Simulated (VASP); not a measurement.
Wanted: the native input for a VASP 6.6.1 run.

```
Task                   : relaxation of cell and atoms
Functional             : PBE
Potentials or basis    : VASP PAW PBE potentials, release 64 (C)
Cutoff                 : 600 eV
k mesh                 : 6 × 6 × 6
Occupations            : gaussian, width 0.02 eV
Spin                   : no spin polarisation
Dipole correction      : no
Further INCAR settings : ALGO = Normal; EDIFF = 1e-06; IBRION = 2; EDIFFG = -0.01; NSW = 100; ISIF = 3
```

The structure of C lies in POSCAR:

```
C
1.0
    4.1564222005      0.0000000000      0.0000000000
   -2.0782111003      3.5995672145      0.0000000000
    0.0000000000      0.0000000000      4.9866556621
C
12
Direct
    0.0839665879      0.7185265490      0.9523422388
    0.2814734510      0.3654400389      0.6190089054
    0.6345599611      0.9160334121      0.2856755721
    0.9160334121      0.2814734510      0.4523422388
    0.7185265490      0.6345599611      0.1190089054
    0.3654400389      0.0839665879      0.7856755721
    0.0839665879      0.3654400389      0.8809910946
    0.6345599611      0.7185265490      0.5476577612
    0.2814734510      0.9160334121      0.2143244279
    0.9160334121      0.6345599611      0.3809910946
    0.3654400389      0.2814734510      0.0476577612
    0.7185265490      0.0839665879      0.7143244279
```

The cell was built from a structure type or drawn by symmetry, and may not be a known phase.

One way to write it, as run:

INCAR

```
SYSTEM = C
ALGO = Normal ; EDIFF = 1E-6
EDIFFG = -0.01 ; ENCUT = 600
GGA = PE ; IBRION = 2
ISIF = 3 ; ISMEAR = 0
LASPH = .True. ; LCHARG = .False.
LREAL = .False. ; LWAVE = .False.
NELM = 80 ; NSW = 100
PREC = Accurate ; SIGMA = 0.02
```

KPOINTS

```
k-points
0
Gamma
  6 6 6
  0 0 0
```

Potentials or basis: VASP PAW PBE potentials, release 64 (C).

The run is started by

```console
$ cat potpaw_PBE.64/C/POTCAR > POTCAR
$ mpirun -np 1 vasp_std > vasp.out
```

Results of the run:

The relaxed volume is 6.22 Å³/atom and the relaxed cell is a = 4.157 Å, b = 4.157 Å, c = 4.989 Å, α = 90.00°, β = 90.00°, γ = 120.00°. The space group after relaxing (to 0.1 Å) is P6_522 (No. 179), the energy gained by relaxing is 0.0 meV/atom and the ionic steps are 3. The pressure after relaxing is 0.0 GPa. The largest force after relaxing is 0.008 eV/Å. The band gap on the k mesh is 2.28 eV.

Wall time 2.4 min on 1 thread of Intel Xeon 8259CL, on a shared host, peak memory 0.23 GiB.
